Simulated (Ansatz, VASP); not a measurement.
## One calculation of SrCl2, two programs

```
Sr Cl
1.0
     0.00000    3.60721    3.55442
     3.39605    0.00000    3.55442
     3.39605    3.60721    0.00000
Sr Cl
1 2
Direct
  0.00000 0.00000 0.00000
  0.25000 0.25000 0.25000
  0.75000 0.75000 0.75000
```

Change from the starting cell: strain +e along x and -e along y -0.0300, strain +e along z and -e/2 along x and y +0.0100.

Alike in both runs: task single point; functional PBE; k mesh 6 × 6 × 6; occupations gaussian, width 0.05 eV; no spin polarisation.

|  | VASP | Ansatz |
| --- | --- | --- |
| version | VASP 6.6.1 | Ansatz 0.2.0 |
| potentials or method | VASP PAW PBE potentials, release 64 (Sr_sv, Cl), cutoff 520 eV | scalar-relativistic, plane waves, PAW |
| valence electrons in the cell | 24 | 24 |

```tsv
	VASP	Ansatz	Ansatz less VASP
gap on the k mesh at the Fermi level (eV)	4.94	4.94	+0.003
least direct gap on the mesh (eV)	5.22	5.22	+0.001
pressure (GPa)	0.2	0.1	-0.07
traceless stress, the component that is largest in VASP (GPa)	1.79	1.80	+0.010
```
